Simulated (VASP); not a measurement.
Wanted: the native input for a VASP 6.6.1 run.

```yaml
Task: single point
Functional: PBE
Potentials_or_basis: VASP PAW PBE potentials, release 64 (Al, Ni)
Cutoff: 520 eV
k_mesh: 16 × 16 × 16
Occupations: gaussian, width 0.15 eV
Spin: no spin polarisation
Dipole_correction: no
Further_INCAR_settings: ALGO = Fast; EDIFF = 1e-06; NBANDS = 14
```

The structure of AlNi lies in POSCAR:

```
AlNi
1.0
    2.6505200000      0.0000000000      0.0000000000
    0.0000000000      2.6505200000      0.0000000000
    0.0000000000      0.0000000000      2.7657600000
Al Ni
1 1
Direct
    0.0000000000      0.0000000000      0.0000000000
    0.5000000000      0.5000000000      0.5000000000
```

This cell differs from its parent crystal: strain -0.080 along x and y, -0.040 along z.

These files were run (other wordings do the same):

INCAR

```
SYSTEM = AlNi
PREC = Accurate
ENCUT = 520
EDIFF = 1E-6
ISMEAR = 0
SIGMA = 0.15
LREAL = .FALSE.
LASPH = .TRUE.
NELM = 60
ALGO = Fast
ISIF = 2
LWAVE = .FALSE.
LCHARG = .TRUE.
GGA = PE
LELF = .TRUE.
LVHAR = .TRUE.
NBANDS = 14
```

KPOINTS

```
regular mesh
0
G
  16 16 16
  0 0 0
```

Potentials or basis: VASP PAW PBE potentials, release 64 (Al, Ni).

Command:

```console
$ cat potpaw_PBE.64/Al/POTCAR potpaw_PBE.64/Ni/POTCAR > POTCAR
$ mpirun -np 1 vasp_std > vasp.out
```

Results of the run:

```yaml
Pressure: 56.7 GPa
```

Caveat: the cell differs from its parent crystal (strain -0.080 along x and y, -0.040 along z).

Wall time 42 s on 1 thread of Intel(R) Xeon(R) 6975P-C (Granite Rapids) (shared host), peak memory 0.21 GiB.
